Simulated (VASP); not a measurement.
Wanted: the native input for a VASP 6.6.1 run.

* Task: single point
* Functional: PBE
* Potentials or basis: VASP PAW PBE potentials, release 64 (Ge_d)
* Cutoff: 520 eV
* k mesh: 12 × 12 × 4
* Occupations: gaussian, width 0.1 eV
* Spin: no spin polarisation
* Dipole correction: no
* Further INCAR settings: ALGO = Normal; EDIFF = 1e-06; NBANDS = 66

The structure of Ge lies in POSCAR:

```
Ge
1.0
    4.0658732115      0.0000000000      0.0000000000
   -2.0329366058      3.5211494898      0.0000000000
    0.0000000000      0.0000000000     13.3363336065
Ge
8
Direct
    0.0000000000      0.0000000000      0.4067747625
    0.0000000000      0.0000000000      0.5932252375
    0.0000000000      0.0000000000      0.9067747625
    0.0000000000      0.0000000000      0.0932252375
    0.3333333333      0.6666666667      0.3442031336
    0.6666666667      0.3333333333      0.6557968664
    0.6666666667      0.3333333333      0.8442031336
    0.3333333333      0.6666666667      0.1557968664
```

This isn't the form of Ge at room conditions, which is diamond.

These files were run (other wordings do the same):

INCAR

```
SYSTEM = Ge
PREC = Accurate ; ENCUT = 520
EDIFF = 1E-6 ; ISMEAR = 0
SIGMA = 0.1 ; LREAL = .False.
LASPH = .True. ; NELM = 100
ALGO = Normal ; ISIF = 2
LWAVE = .False. ; LCHARG = .True.
GGA = PE ; LELF = .True.
LVHAR = .True. ; NBANDS = 66
```

KPOINTS

```
Automatic mesh
0
Gamma
  12 12 4
  0 0 0
```

Potentials or basis: VASP PAW PBE potentials, release 64 (Ge_d).

Run with:

```console
$ cat potpaw_PBE.64/Ge_d/POTCAR > POTCAR
$ mpirun -np 1 vasp_std > vasp.out
```

It gave:

```yaml
Pressure: 0.0 GPa
Largest_force: 0.004 eV/Å
Band_gap_on_the_k_mesh: zero (bands 56 and 57 overlap by 0.02 eV)
```

Caveat: semilocal functionals underestimate gaps, so a narrow gap can read as zero.

Run time: 14 min on 1 thread of Intel(R) Xeon(R) Platinum 8488C (Sapphire Rapids), on a shared host, peak memory 0.59 GiB.
